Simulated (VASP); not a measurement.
A run of VASP 6.6.1:

File INCAR:

```
SYSTEM = Ge2S
ALGO     = Normal         ! electronic algorithm
EDIFF    = 1E-6           ! SCF threshold, eV
ENCUT    = 520            ! plane-wave cutoff, eV
GGA      = PE             ! functional
ISIF     = 2              ! what is computed and relaxed
ISMEAR   = 0              ! smearing method
LASPH    = .TRUE.         ! aspherical terms in the spheres
LCHARG   = .FALSE.        ! write CHGCAR
LREAL    = .FALSE.        ! projectors in reciprocal space
LWAVE    = .FALSE.        ! write WAVECAR
NBANDS   = 43             ! bands
NELM     = 100            ! most SCF steps
PREC     = Accurate       ! precision mode
SIGMA    = 0.1            ! smearing width, eV
```

Contents of KPOINTS:

```
k-points
0
G
  6 4 2
  0 0 0
```

The input POSCAR:

```
Ge2S
1.0
    0.0000000000      0.0000000000      3.4750277256
    4.1739459146      0.0000000000      0.0000000000
    0.0000000000      8.2611485476      0.0000000000
Ge S
4 2
Direct
    0.0000000000      0.1705647457      0.3446513433
    0.0000000000      0.8294352543      0.6553486567
    0.5000000000      0.6705647457      0.1553486567
    0.5000000000      0.3294352543      0.8446513433
    0.0000000000      0.0000000000      0.0000000000
    0.5000000000      0.5000000000      0.5000000000
```

Potentials or basis: VASP PAW PBE potentials, release 64 (Ge_d, S).

Launch:

```console
$ cat potpaw_PBE.64/Ge_d/POTCAR potpaw_PBE.64/S/POTCAR > POTCAR
$ mpirun -np 1 vasp_std > vasp.out
```

Hardware: 1 thread of Intel(R) Xeon(R) Platinum 8375C CPU @ 2.90GHz (Ice Lake) (shared host).

Q: How long does it take, and how much memory?

A: Run time: 69 s on 1 thread of Intel(R) Xeon(R) Platinum 8375C CPU @ 2.90GHz (Ice Lake), with other jobs on the host, peak memory 0.27 GiB. Counts: scf iterations 13, k points 24.
